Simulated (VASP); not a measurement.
# Sn (Im-3m) in VASP: a series of runs

Sn is run at these levels: LDA; tasks: single point.

Everything below comes from runs of VASP 6.6.1. Logs are shortened: lines on timing, memory, paths and dates and some standing lists are left out, and cuts for length are marked.

### Step 1. The cell of the first run

The structure is cubic, space group Im-3m (No. 229). The conventional cell has a = 3.725 Å, b = 3.725 Å, c = 3.725 Å, α = 90.00°, β = 90.00°, γ = 90.00°. Within 4.2 Å of Sn (site symmetry m-3m) lie 14 Sn at 3.23 to 3.73 Å.

### Step 2. Single point, LDA

INCAR reads:

```
SYSTEM = Sn
PREC = Accurate
ENCUT = 500
EDIFF = 1E-6
ISMEAR = 1
SIGMA = 0.15
LREAL = .False.
LASPH = .True.
NELM = 120
ALGO = Normal
ISIF = 2
LWAVE = .False.
LCHARG = .True.
LELF = .True.
LVHAR = .True.
NBANDS = 13
GGA_COMPAT = .False.
```

KPOINTS reads:

```
Automatic mesh
0
Gamma
  12 12 12
  0 0 0
```

POSCAR reads:

```
Sn
1.0
   -1.8625330493      1.8625330493      1.8625330493
    1.8625330493     -1.8625330493      1.8625330493
    1.8625330493      1.8625330493     -1.8625330493
Sn
1
Direct
    0.0000000000      0.0000000000      0.0000000000
```

Potentials or basis: VASP PAW LDA potentials, release 64 (Sn_d).

Command:

```sh
cat potpaw_LDA.64/Sn_d/POTCAR > POTCAR
mpirun -np 1 vasp_std > vasp.out
```

OUTCAR:

```text
SYSTEM = Sn
   PREC = Accurate
   ENCUT = 500
   EDIFF = 1E-6
   ISMEAR = 1
   LREAL = .False.
   LASPH = .True.
   NELM = 120
   ISIF = 2

 ion  position               nearest neighbor table
   1  0.000  0.000  0.000-

  LATTYP: Found a body centered cubic cell.
 ALAT       =     3.7250660986

  Lattice vectors:

 A1 = (  -1.8625330493,   1.8625330493,   1.8625330493)
 A2 = (   1.8625330493,  -1.8625330493,   1.8625330493)
 A3 = (   1.8625330493,   1.8625330493,  -1.8625330493)

Analysis of symmetry for initial positions (statically):
=====================================================================
 Subroutine PRICEL returns:
 Original cell was already a primitive cell.

 Routine SETGRP: Setting up the symmetry group for a
 body centered cubic supercell.

 Subroutine GETGRP returns: Found 48 space group operations
 (whereof 48 operations were pure point group operations)
 out of a pool of 48 trial point group operations.

The static configuration has the point symmetry O_h .

Analysis of symmetry for dynamics (positions and initial velocities):
=====================================================================
 Subroutine PRICEL returns:
 Original cell was already a primitive cell.

 Routine SETGRP: Setting up the symmetry group for a
 body centered cubic supercell.

 Subroutine GETGRP returns: Found 48 space group operations
 (whereof 48 operations were pure point group operations)
 out of a pool of 48 trial point group operations.

The dynamic configuration has the point symmetry O_h .

 Subroutine INISYM returns: Found 48 space group operations
 (whereof 48 operations are pure point group operations),
 and found     1 'primitive' translations

----------------------------------------------------------------------------------------

                                     Primitive cell

  volume of cell :      25.8447

  direct lattice vectors                    reciprocal lattice vectors
    -1.862533049  1.862533049  1.862533049     0.000000000  0.268451612  0.268451612
     1.862533049 -1.862533049  1.862533049     0.268451612  0.000000000  0.268451612
     1.862533049  1.862533049 -1.862533049     0.268451612  0.268451612  0.000000000

  length of vectors
     3.226001872  3.226001872  3.226001872     0.379647911  0.379647911  0.379647911

  position of ions in fractional coordinates (direct lattice)
     0.000000000  0.000000000  0.000000000
[... 70 lines left out ...]
   ISPIN  =      1    spin polarized calculation?
   LNONCOLLINEAR =      F non collinear calculations
   LSORBIT =      F    spin-orbit coupling
   LASPH  =      T    aspherical Exc in radial PAW
   ENCUT  =  500.0 eV  36.75 Ry    6.06 a.u.   5.88  5.88  5.88*2*pi/ulx,y,z
   NELM   =    120;   NELMIN=  2; NELMDL= -5     # of ELM steps
   EDIFF  = 0.1E-05   stopping-criterion for ELM
   LREAL  =      F    real-space projection
[... 7 lines left out ...]
   TEBEG  =    0.0;   TEEND  =   0.0 temperature during run
   PSTRESS=    0.0 pullay stress
   NELECT =      14.0000    total number of electrons
   NUPDOWN=      -1.0000    fix difference up-down
   EMIN   =  10.00;   EMAX   =-10.00  energy-range for DOS
   EFERMI =   0.00;   METHOD = LEGACY
   ISMEAR =     1;   SIGMA  =   0.15  broadening in eV -4-tet -1-fermi 0-gaus
   EFERMI_NEDOS =   21; number of points for ismear=-14 and -15
   IALGO  =     38    algorithm
   IMIX   =      4    mixing-type and parameters
     AMIX     =   0.40;   BMIX     =  1.00
     AMIX_MAG =   1.60;   BMIX_MAG =  1.00
  volume/ion in A,a.u.               =      25.84       174.41
  Fermi-wavevector in a.u.,A,eV,Ry     =   1.334525  2.521887 24.231407  1.780958
  Thomas-Fermi vector in A             =   2.463300
   LORBIT       =      0    0 simple, 1 ext, 2 COOP (PROOUT), +10 PAW based schemes
   GGA     = CA    functional components
   LHFCALC =     F    Hartree Fock is set to
   AEXX    =    0.0000 exact exchange contribution
   IVDW    =     0    specifies the selected vdW correction
   LEPSILON=     F    determine dielectric tensor
   LRPA    =     F    only Hartree local field effects (RPA)
 non-spin polarized calculation
 Methfessel and Paxton  Order N= 1 SIGMA  =   0.15
  energy-cutoff  :      500.00
  volume of cell :       25.84
 maximum number of plane-waves:       682
   NGX = 11   NGY = 11   NGZ = 11

 number of electron      13.9999992 magnetization

 Free energy of the ion-electron system (eV)
  ---------------------------------------------------
  ext. energy  EPLUGINS =         0.00000000
  ---------------------------------------------------
  free energy    TOTEN  =        -4.44378594 eV

  energy without entropy =       -4.44506853  energy(sigma->0) =       -4.44421347

 E-fermi :   8.4939     XC(G=0): -10.8449

 val. band max:        8.4060256712   @ k =  -0.4167   0.4167   0.4167
 cond. band min:       8.5004881612   @ k =   0.1667   0.1667   0.0833
 fundamental gap:      0.0944624900
 Fermi energy:         8.4938553053

 k-point     1 :       0.0000    0.0000    0.0000
  band No.  band energies     occupation
      1     -13.0541      2.00000
      2     -13.0541      2.00000
      3     -13.0541      2.00000
      4     -12.8899      2.00000
      5     -12.8899      2.00000
      6      -3.0371      2.00000
      7      16.7435      0.00000
      8      16.7435      0.00000
      9      16.7435      0.00000
     10      20.7538      0.00000
     11      20.7538      0.00000
     12      20.7538      0.00000
     13      21.6195      0.00000
[... 354 lines left out ...]
  band No.  band energies     occupation
      1     -13.0941      2.00000
      2     -13.0227      2.00000
      3     -12.8983      2.00000
      4     -12.8959      2.00000
      5     -12.8195      2.00000
      6       2.1491      2.00000
      7       4.1450      2.00000
      8      10.3441     -0.00000
      9      11.8601      0.00000
     10      19.1832      0.00000
     11      19.6002      0.00000
     12      24.2793      0.00000
     13      25.0383      0.00000

 [... further k-points ...]
[... 5 lines left out ...]
  --------------------------------------------------------------------------------------
  -------------------------------------------------------------------------------------
  Total       -0.1825468     -0.1825468     -0.1825468      0.0000000      0.0000000     -0.0000000
  in kB      -11.3165195    -11.3165195    -11.3165195      0.0000000      0.0000000     -0.0000000
  external PRESSURE =     -11.3165195 kB  Pullay stress =       0.0000000 kB

 VOLUME and BASIS-vectors are now :
 -----------------------------------------------------------------------------
  energy-cutoff  :      500.00
  volume of cell :       25.84
      direct lattice vectors                 reciprocal lattice vectors
    -1.862533049  1.862533049  1.862533049     0.000000000  0.268451612  0.268451612
     1.862533049 -1.862533049  1.862533049     0.268451612  0.000000000  0.268451612
     1.862533049  1.862533049 -1.862533049     0.268451612  0.268451612  0.000000000

 POSITION                                       TOTAL-FORCE (eV/Angst)
 -----------------------------------------------------------------------------------
      0.00000      0.00000      0.00000         0.000000      0.000000      0.000000
 -----------------------------------------------------------------------------------
    total drift:                                0.000000      0.000000      0.000000

  FREE ENERGIE OF THE ION-ELECTRON SYSTEM (eV)
  ---------------------------------------------------
  free  energy   TOTEN  =        -4.4437859425 eV

  energy  without entropy=       -4.4450685344  energy(sigma->0) =       -4.44421347
```

OSZICAR:

```text
N       E                     dE             d eps       ncg     rms          rms(c)
DAV:   1     0.796505081033E+02    0.79651E+02   -0.69713E+03  1951   0.159E+03
DAV:   2     0.107798872753E+01   -0.78573E+02   -0.76102E+02  1967   0.338E+02
DAV:   3    -0.434574586354E+01   -0.54237E+01   -0.54057E+01  2265   0.726E+01
DAV:   4    -0.445923659420E+01   -0.11349E+00   -0.11347E+00  2208   0.112E+01
DAV:   5    -0.446312481643E+01   -0.38882E-02   -0.38881E-02  2403   0.204E+00    0.149E+00
DAV:   6    -0.444916307241E+01    0.13962E-01   -0.12382E-02  2376   0.193E+00    0.813E-01
DAV:   7    -0.444407718578E+01    0.50859E-02   -0.72534E-03  2352   0.138E+00    0.106E-01
DAV:   8    -0.444378509660E+01    0.29209E-03   -0.64926E-04  2307   0.449E-01    0.213E-02
DAV:   9    -0.444378601272E+01   -0.91612E-06   -0.11957E-05  2518   0.414E-02    0.135E-02
DAV:  10    -0.444378594253E+01    0.70190E-07   -0.72855E-07  1554   0.910E-03
   1 F= -.44437859E+01 E0= -.44442135E+01  d E =0.128259E-02
```

Wall time 7.7 s (1 thread of Intel Xeon Platinum 8375C at 2.90GHz (Ice Lake), shared host); peak memory 0.14 GiB.

What came out:

* Free energy: -4.4438 eV
* Pressure: -1.1 GPa
* Band gap on the k mesh: zero (band 7 reaches 16.74 eV, above the bottom of band 8 at 5.84 eV)

Levels at points of the mesh, in eV from the Fermi level:
| k point | band 5 | band 6 | band 7 | band 8 | band 9 | band 10 |
| --- | --- | --- | --- | --- | --- | --- |
| (0.00, 0.00, 0.00) | -21.38 | -11.53 | 8.25 | 8.25 | 8.25 | 12.26 |
| (0.50, 0.00, 0.00) | -21.29 | -6.58 | -4.71 | 3.66 | 5.53 | 8.27 |
| (0.50, 0.50, 0.50) | -21.31 | -2.37 | -0.60 | -0.60 | -0.60 | 3.89 |

Caveat: spin-orbit coupling is left out, which moves the levels of the heavy elements.

### Step 3. Single point, LDA

This run uses another cell than the first one, of 26.52 Å³/atom, 1.026 times its volume.

INCAR reads:

```
  PREC = Accurate
  ENCUT = 500
  EDIFF = 1E-6
  ISMEAR = 1
  SIGMA = 0.15
  LREAL = False
  LASPH = True
  NELM = 120
  ALGO = Normal
  ISIF = 2
  LWAVE = False
  LCHARG = False
  NBANDS = 13
  GGA_COMPAT = False
```

KPOINTS reads:

```
regular mesh
0
Gamma
  12 12 12
```

POSCAR reads:

```
Sn
1.0
   -1.8787298018      1.8787298018      1.8787298018
    1.8787298018     -1.8787298018      1.8787298018
    1.8787298018      1.8787298018     -1.8787298018
Sn
1
Direct
    0.0000000000      0.0000000000      0.0000000000
```

Potentials or basis: VASP PAW LDA potentials, release 64 (Sn_d).

Command:

```sh
cat potpaw_LDA.64/Sn_d/POTCAR > POTCAR
mpirun -np 1 vasp_std > vasp.out
```

Wall time 6.9 s (1 thread of Intel Xeon Platinum 8375C at 2.90GHz (Ice Lake), shared host); peak memory 0.14 GiB.

The run converged. Its results:

```
Free energy            : -4.4364 eV
Pressure               : -2.5 GPa
Band gap on the k mesh : zero (band 7 reaches 16.17 eV, above the bottom of band 8 at 5.60 eV)
```

Levels at points of the mesh, in eV from the Fermi level:
```
           k point  band 4  band 5  band 6  band 7  band 8  band 9  band 10  band 11
(0.00, 0.00, 0.00)  -21.36  -21.36  -11.31    8.02    8.02    8.02    12.23    12.23
(0.50, 0.00, 0.00)  -21.36  -21.27   -6.53   -4.55    3.59    5.46     8.13     8.41
(0.50, 0.50, 0.50)  -21.29  -21.29   -2.50   -0.55   -0.55   -0.55     3.92     3.92
```

Caveat: spin-orbit coupling is left out, which moves the levels of the heavy elements.

### Step 4. Single point, LDA

This run uses another cell than the first one, of 27.20 Å³/atom, 1.053 times its volume.

INCAR reads:

```
SYSTEM = Sn
PREC = Accurate
ENCUT = 500
EDIFF = 1E-6
ISMEAR = 1
SIGMA = 0.15
LREAL = .FALSE.
LASPH = .TRUE.
NELM = 120
ALGO = Normal
ISIF = 2
LWAVE = .FALSE.
LCHARG = .FALSE.
NBANDS = 13
GGA_COMPAT = .FALSE.
```

KPOINTS reads:

```
Automatic mesh
0
G
  12 12 12
  0 0 0
```

POSCAR reads:

```
Sn
1.0
   -1.8946520000      1.8946520000      1.8946520000
    1.8946520000     -1.8946520000      1.8946520000
    1.8946520000      1.8946520000     -1.8946520000
Sn
1
Direct
    0.0000000000      0.0000000000      0.0000000000
```

Potentials or basis: VASP PAW LDA potentials, release 64 (Sn_d).

Command:

```sh
cat potpaw_LDA.64/Sn_d/POTCAR > POTCAR
mpirun -np 1 vasp_std > vasp.out
```

OUTCAR:

```text
SYSTEM = Sn
   PREC = Accurate
   ENCUT = 500
   EDIFF = 1E-6
   ISMEAR = 1
   LREAL = .FALSE.
   LASPH = .TRUE.
   NELM = 120
   ISIF = 2

 ion  position               nearest neighbor table
   1  0.000  0.000  0.000-

  LATTYP: Found a body centered cubic cell.
 ALAT       =     3.7893040000

  Lattice vectors:

 A1 = (  -1.8946520000,   1.8946520000,   1.8946520000)
 A2 = (   1.8946520000,  -1.8946520000,   1.8946520000)
 A3 = (   1.8946520000,   1.8946520000,  -1.8946520000)

Analysis of symmetry for initial positions (statically):
=====================================================================
 Subroutine PRICEL returns:
 Original cell was already a primitive cell.

 Routine SETGRP: Setting up the symmetry group for a
 body centered cubic supercell.

 Subroutine GETGRP returns: Found 48 space group operations
 (whereof 48 operations were pure point group operations)
 out of a pool of 48 trial point group operations.

The static configuration has the point symmetry O_h .

[... 166 lines left out ...]
  band No.  band energies     occupation
      1     -13.6567      2.00000
      2     -13.6567      2.00000
      3     -13.6567      2.00000
      4     -13.5159      2.00000
      5     -13.5159      2.00000
      6      -3.2930      2.00000
      7      15.6231      0.00000
      8      15.6231      0.00000
      9      15.6231      0.00000
     10      20.0138      0.00000
     11      20.0138      0.00000
     12      20.0138      0.00000
     13      20.5947      0.00000
[... 354 lines left out ...]
  band No.  band energies     occupation
      1     -13.6896      2.00000
      2     -13.6266      2.00000
      3     -13.5234      2.00000
      4     -13.5217      2.00000
      5     -13.4555      2.00000
      6       1.5498      2.00000
      7       3.7574      2.00000
      8       9.6211     -0.00000
      9      11.1453      0.00000
     10      18.1455      0.00000
     11      18.6615      0.00000
     12      23.1613      0.00000
     13      24.0904      0.00000

 [... further k-points ...]

------------------------ aborting loop because EDIFF is reached ----------------------------------------

  FORCE on cell =-STRESS in cart. coord.  units (eV):
  Direction    XX          YY          ZZ          XY          YZ          ZX
  --------------------------------------------------------------------------------------
  -------------------------------------------------------------------------------------
  Total       -0.6122338     -0.6122338     -0.6122338      0.0000000     -0.0000000     -0.0000000
  in kB      -36.0561663    -36.0561663    -36.0561663      0.0000000     -0.0000000     -0.0000000
  external PRESSURE =     -36.0561663 kB  Pullay stress =       0.0000000 kB

 VOLUME and BASIS-vectors are now :
 -----------------------------------------------------------------------------
  energy-cutoff  :      500.00
  volume of cell :       27.20
      direct lattice vectors                 reciprocal lattice vectors
    -1.894652000  1.894652000  1.894652000     0.000000000  0.263900706  0.263900706
     1.894652000 -1.894652000  1.894652000     0.263900706  0.000000000  0.263900706
     1.894652000  1.894652000 -1.894652000     0.263900706  0.263900706  0.000000000

 POSITION                                       TOTAL-FORCE (eV/Angst)
 -----------------------------------------------------------------------------------
      0.00000      0.00000      0.00000         0.000000      0.000000      0.000000
 -----------------------------------------------------------------------------------
    total drift:                                0.000000      0.000000      0.000000

  FREE ENERGIE OF THE ION-ELECTRON SYSTEM (eV)
  ---------------------------------------------------
  free  energy   TOTEN  =        -4.4237708706 eV

  energy  without entropy=       -4.4245281756  energy(sigma->0) =       -4.42402331
```

stdout:

```text
POSCAR found type information on POSCAR Sn
 POSCAR found :  1 types and       1 ions
 scaLAPACK will be used
 LDA part: xc-table for (Slater(with rela. corr.)+CA(PZ))
 , standard interpolation
 POSCAR, INCAR and KPOINTS ok, starting setup
 FFT: planning ... GRIDC
 FFT: planning ... GRID_SOFT
 FFT: planning ... GRID
 WAVECAR not read
 entering main loop
```

Run time: 6.9 s. Hardware: 1 thread of Intel Xeon Platinum 8375C at 2.90GHz (Ice Lake), shared host; peak memory 0.14 GiB.

What came out:

```yaml
Free_energy: -4.4238 eV
Pressure: -3.6 GPa
Band_gap_on_the_k_mesh: zero (band 7 reaches 15.62 eV, above the bottom of band 8 at 5.37 eV)
```

Caveat: spin-orbit coupling is left out, which moves the levels of the heavy elements.

(Continued in part 2 of 2.)
